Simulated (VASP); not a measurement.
# O (Pm-3m) in VASP: single point with PBE

Aim: the single point of O with PBE.

All numbers are computed with VASP 6.6.1; they aren't measurements. Logs are shortened: lines on timing, memory, paths and dates and some standing lists are left out, and cuts for length are marked.

## 1. The cell of the first run

The structure is cubic, space group Pm-3m (No. 221). Conventional cell: a = 4.006 Å, b = 4.006 Å, c = 4.006 Å, α = 90.00°, β = 90.00°, γ = 90.00°. Within 3.7 Å of O (site symmetry 4/mmm) lie 8 O at 2.83 Å.

## 2. Single point, PBE

Contents of INCAR:

```
ALGO = Normal ; EDIFF = 1E-6
ENCUT = 520 ; GGA = PE
ISIF = 2 ; ISMEAR = 1
LASPH = T ; LCHARG = F
LREAL = F ; LWAVE = F
NBANDS = 16 ; NELM = 100
PREC = Accurate ; SIGMA = 0.1
```

Contents of KPOINTS:

```
k-points
0
Gamma
  6 6 6
```

Contents of POSCAR:

```
O
1.0
    4.0060000000      0.0000000000      0.0000000000
    0.0000000000      4.0060000000      0.0000000000
    0.0000000000      0.0000000000      4.0060000000
O
3
Direct
    0.5000000000      0.0000000000      0.0000000000
    0.0000000000      0.5000000000      0.0000000000
    0.0000000000      0.0000000000      0.5000000000
```

Potentials or basis: VASP PAW PBE potentials, release 64 (O).

The run is started by

```sh
> cat potpaw_PBE.64/O/POTCAR > POTCAR
> mpirun -np 1 vasp_std > vasp.out
```

OUTCAR:

```text
EDIFF = 1E-6
   ENCUT = 520
   GGA = PE
   ISIF = 2
   ISMEAR = 1
   LASPH = T
   LREAL = F
   NELM = 100
   PREC = Accurate

 ion  position               nearest neighbor table
   1  0.500  0.000  0.000-
   2  0.000  0.500  0.000-
   3  0.000  0.000  0.500-

  LATTYP: Found a simple cubic cell.
 ALAT       =     4.0060000000

  Lattice vectors:

 A1 = (   4.0060000000,   0.0000000000,   0.0000000000)
 A2 = (   0.0000000000,   4.0060000000,   0.0000000000)
 A3 = (   0.0000000000,   0.0000000000,   4.0060000000)

Analysis of symmetry for initial positions (statically):
=====================================================================
 Subroutine PRICEL returns:
 Original cell was already a primitive cell.

 Routine SETGRP: Setting up the symmetry group for a
 simple cubic supercell.

 Subroutine GETGRP returns: Found 48 space group operations
 (whereof 48 operations were pure point group operations)
 out of a pool of 48 trial point group operations.

The static configuration has the point symmetry O_h .

Analysis of symmetry for dynamics (positions and initial velocities):
=====================================================================
 Subroutine PRICEL returns:
 Original cell was already a primitive cell.

 Routine SETGRP: Setting up the symmetry group for a
 simple cubic supercell.

 Subroutine GETGRP returns: Found 48 space group operations
 (whereof 48 operations were pure point group operations)
 out of a pool of 48 trial point group operations.

The dynamic configuration has the point symmetry O_h .

 Subroutine INISYM returns: Found 48 space group operations
 (whereof 48 operations are pure point group operations),
 and found     1 'primitive' translations

----------------------------------------------------------------------------------------

                                     Primitive cell

  volume of cell :      64.2884

  direct lattice vectors                    reciprocal lattice vectors
[... 77 lines left out ...]
   ICHARG =      2    charge: 1-file 2-atom 10-const
   ISPIN  =      1    spin polarized calculation?
   LNONCOLLINEAR =      F non collinear calculations
   LSORBIT =      F    spin-orbit coupling
   LASPH  =      T    aspherical Exc in radial PAW
   ENCUT  =  520.0 eV  38.22 Ry    6.18 a.u.   7.45  7.45  7.45*2*pi/ulx,y,z
   NELM   =    100;   NELMIN=  2; NELMDL= -5     # of ELM steps
   EDIFF  = 0.1E-05   stopping-criterion for ELM
   LREAL  =      F    real-space projection
   EDIFFG = 0.1E-04   stopping-criterion for IOM
   NSW    =      0    number of steps for IOM
   IBRION =     -1    ionic relax: 0-MD 1-quasi-New 2-CG
   NFREE  =      0    steps in history (QN), initial steepest desc. (CG)
   ISIF   =      2    stress and relaxation
   ISYM   =      2    0-nonsym 1-usesym 2-fastsym
   POTIM  = 0.5000    time-step for ionic-motion
   TEBEG  =    0.0;   TEEND  =   0.0 temperature during run
   PSTRESS=    0.0 pullay stress
   NELECT =      18.0000    total number of electrons
   NUPDOWN=      -1.0000    fix difference up-down
   EMIN   =  10.00;   EMAX   =-10.00  energy-range for DOS
   EFERMI =   0.00;   METHOD = LEGACY
   ISMEAR =     1;   SIGMA  =   0.10  broadening in eV -4-tet -1-fermi 0-gaus
   EFERMI_NEDOS =   21; number of points for ismear=-14 and -15
   IALGO  =     38    algorithm
   IMIX   =      4    mixing-type and parameters
     AMIX     =   0.40;   BMIX     =  1.00
     AMIX_MAG =   1.60;   BMIX_MAG =  1.00
  volume/ion in A,a.u.               =      21.43       144.61
  Fermi-wavevector in a.u.,A,eV,Ry     =   1.070997  2.023890 15.606338  1.147034
  Thomas-Fermi vector in A             =   2.206724
   LORBIT       =      0    0 simple, 1 ext, 2 COOP (PROOUT), +10 PAW based schemes
   GGA     = PE    functional components
   LHFCALC =     F    Hartree Fock is set to
   AEXX    =    0.0000 exact exchange contribution
   IVDW    =     0    specifies the selected vdW correction
   LEPSILON=     F    determine dielectric tensor
   LRPA    =     F    only Hartree local field effects (RPA)
 non-spin polarized calculation
 Methfessel and Paxton  Order N= 1 SIGMA  =   0.10
  energy-cutoff  :      520.00
  volume of cell :       64.29
 maximum number of plane-waves:      1755
 NGX is ok and might be reduce to    30
   NGX = 15   NGY = 15   NGZ = 15

 number of electron      17.9999985 magnetization

 Free energy of the ion-electron system (eV)
  ---------------------------------------------------
  ext. energy  EPLUGINS =         0.00000000
  ---------------------------------------------------
  free energy    TOTEN  =        -4.04294723 eV

  energy without entropy =       -4.03801844  energy(sigma->0) =       -4.04130430

 E-fermi :  -5.4729     XC(G=0):  -7.0769

 val. band max:       -5.4904403273   @ k =   0.3333   0.3333   0.0000
 cond. band min:      -5.4635358877   @ k =   0.5000   0.3333   0.1667
 fundamental gap:      0.0269044396
 Fermi energy:        -5.4729499576

 k-point     1 :       0.0000    0.0000    0.0000
  band No.  band energies     occupation
      1     -21.6057      2.00000
      2     -20.6394      2.00000
      3     -20.6394      2.00000
      4      -6.9612      2.00000
      5      -6.9612      2.00000
      6      -6.9612      2.00000
[... 357 lines left out ...]
      3     -20.9348      2.00000
      4      -7.8404      2.00000
      5      -6.9057      2.00000
      6      -6.9057      2.00000
[... 8 lines left out ...]
     15      10.2094      0.00000
     16      10.2094      0.00000

------------------------ aborting loop because EDIFF is reached ----------------------------------------

  FORCE on cell =-STRESS in cart. coord.  units (eV):
  Direction    XX          YY          ZZ          XY          YZ          ZX
  --------------------------------------------------------------------------------------
  -------------------------------------------------------------------------------------
  Total       -5.3970702     -5.3970702     -5.3970702      0.0000000     -0.0000000      0.0000000
  in kB     -134.5041909   -134.5041909   -134.5041909      0.0000000     -0.0000000      0.0000000
  external PRESSURE =    -134.5041909 kB  Pullay stress =       0.0000000 kB

 VOLUME and BASIS-vectors are now :
 -----------------------------------------------------------------------------
  energy-cutoff  :      520.00
  volume of cell :       64.29
      direct lattice vectors                 reciprocal lattice vectors
     4.006000000  0.000000000  0.000000000     0.249625562  0.000000000  0.000000000
     0.000000000  4.006000000  0.000000000     0.000000000  0.249625562  0.000000000
     0.000000000  0.000000000  4.006000000     0.000000000  0.000000000  0.249625562

 POSITION                                       TOTAL-FORCE (eV/Angst)
 -----------------------------------------------------------------------------------
      2.00300      0.00000      0.00000         0.000000      0.000000      0.000000
      0.00000      2.00300      0.00000         0.000000      0.000000      0.000000
      0.00000      0.00000      2.00300         0.000000      0.000000      0.000000
 -----------------------------------------------------------------------------------
    total drift:                                0.000000      0.000000      0.000000

  FREE ENERGIE OF THE ION-ELECTRON SYSTEM (eV)
  ---------------------------------------------------
  free  energy   TOTEN  =        -4.0429472340 eV

  energy  without entropy=       -4.0380184449  energy(sigma->0) =       -4.04130430
```

OSZICAR:

```text
N       E                     dE             d eps       ncg     rms          rms(c)
DAV:   1     0.876222916291E+02    0.87622E+02   -0.91635E+03   648   0.984E+02
DAV:   2     0.404134413696E+00   -0.87218E+02   -0.84497E+02   824   0.211E+02
DAV:   3    -0.411734918527E+01   -0.45215E+01   -0.43970E+01   720   0.493E+01
DAV:   4    -0.414803436505E+01   -0.30685E-01   -0.30675E-01   856   0.462E+00
DAV:   5    -0.414823790461E+01   -0.20354E-03   -0.20354E-03   736   0.366E-01    0.304E+00
DAV:   6    -0.404057202281E+01    0.10767E+00   -0.18139E-01   752   0.292E+00    0.569E-01
DAV:   7    -0.404114404906E+01   -0.57203E-03   -0.15874E-02   728   0.925E-01    0.192E-01
DAV:   8    -0.404280531916E+01   -0.16613E-02   -0.50265E-04   720   0.211E-01    0.623E-02
DAV:   9    -0.404294291953E+01   -0.13760E-03   -0.89280E-05   736   0.866E-02    0.109E-02
DAV:  10    -0.404294719611E+01   -0.42766E-05   -0.62542E-06   760   0.217E-02    0.505E-03
DAV:  11    -0.404294723400E+01   -0.37885E-07   -0.11173E-06   608   0.849E-03
   1 F= -.40429472E+01 E0= -.40413043E+01  d E =-.492879E-02
```

Run time: 13 s. Hardware: 1 thread of Intel Xeon 6975P-C (Granite Rapids), shared host; peak memory 0.16 GiB.

What came out:

```
Free energy            : -4.0429 eV
Pressure               : -13.5 GPa
Band gap on the k mesh : zero (band 9 reaches -5.15 eV, above the bottom of band 10 at -5.85 eV)
```

Levels at points of the mesh, in eV from the Fermi level:
| k point | band 5 | band 6 | band 7 | band 8 | band 9 | band 10 | band 11 | band 12 | band 13 | band 14 |
| --- | --- | --- | --- | --- | --- | --- | --- | --- | --- | --- |
| (0.00, 0.00, 0.00) | -1.49 | -1.49 | -0.12 | -0.12 | -0.12 | 0.38 | 0.38 | 0.38 | 9.06 | 14.30 |
| (0.50, 0.00, 0.00) | -1.11 | -0.86 | -0.67 | -0.40 | -0.40 | -0.26 | 0.24 | 0.24 | 11.19 | 12.36 |
| (0.50, 0.50, 0.00) | -1.49 | -0.55 | -0.54 | -0.54 | -0.38 | -0.38 | 0.31 | 0.47 | 12.34 | 14.00 |
| (0.50, 0.50, 0.50) | -1.43 | -1.43 | -1.43 | 0.32 | 0.32 | 0.47 | 0.47 | 0.47 | 12.14 | 15.68 |
